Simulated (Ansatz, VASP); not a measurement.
MgI2: VASP beside Ansatz

INCAR

```
  PREC = Accurate
  ENCUT = 520
  EDIFF = 1E-6
  ISMEAR = -1
  SIGMA = 0.05
  LREAL = False
  LASPH = True
  NELM = 100
  ALGO = Normal
  ISIF = 2
  LWAVE = False
  LCHARG = False
  GGA = PE
  NBANDS = 15
```

Contents of KPOINTS:

```
Automatic mesh
0
Gamma
  8 8 4
```

Contents of POSCAR:

```
MgI2
1.0
    4.1674180176      0.0000000000      0.0000000000
   -2.0837090088      3.6090898714      0.0000000000
    0.0000000000      0.0000000000      6.9255642418
I Mg
2 1
Direct
    0.6666666667      0.3333333333      0.7500000000
    0.3333333333      0.6666666667      0.2500000000
    0.0000000000      0.0000000000      0.0000000000
```

File input.yaml:

```yaml
crystal:
  lattice:
    - [4.1674180176, 0.0, 0.0]
    - [-2.0837090088, 3.6090898714, 0.0]
    - [0.0, 0.0, 6.9255642418]
  atoms:
    - { symbol: I, position: [0.6666666667, 0.3333333333, 0.75] }
    - { symbol: I, position: [0.3333333333, 0.6666666667, 0.25] }
    - { symbol: Mg, position: [0.0, 0.0, 0.0] }
kpoints:
  mp_grid: { grid: [8, 8, 4] }
scf:
  occupations: { method: fermi_dirac, width: 0.05 }
hamiltonian:
  xc: pbe
  pseudopotentials: { kind: all_electron, lapw: { basis_error: 0.001 } }
output:
  forces: true
  stress: true
  eigenvalues: true
```

Change from the starting cell: volume scaled by 1.02.

Alike in both runs: task single point; functional PBE; k mesh 8 × 8 × 4; occupations fermi-dirac, width 0.05 eV; no spin polarisation.

|  | VASP | Ansatz |
| --- | --- | --- |
| version | VASP 6.6.1 | Ansatz 0.2.0 |
| potentials or method | VASP PAW PBE potentials, release 64 (I, Mg), cutoff 520 eV | all-electron LAPW, scalar-relativistic |

VASP gave:

- gap on the k mesh at the Fermi level (eV): 3.45
- least direct gap on the mesh (eV): 3.54
- pressure (GPa): 0.0
- traceless stress, the component that is largest in VASP (GPa): -0.36
- rms of the force components (eV/Å): 0.158

**Question.** Estimate Ansatz's values.

**Answer.** gap on the k mesh at the Fermi level (eV): 3.46; least direct gap on the mesh (eV): 3.56; pressure (GPa): 0.1; traceless stress, the component that is largest in VASP (GPa): -0.36; rms of the force components (eV/Å): 0.154.

Atom by atom the forces differ by 0.004 eV/Å (rms over components). Ansatz ran all-electron here, and VASP with PAW potentials.

Neither program's run includes spin-orbit coupling.
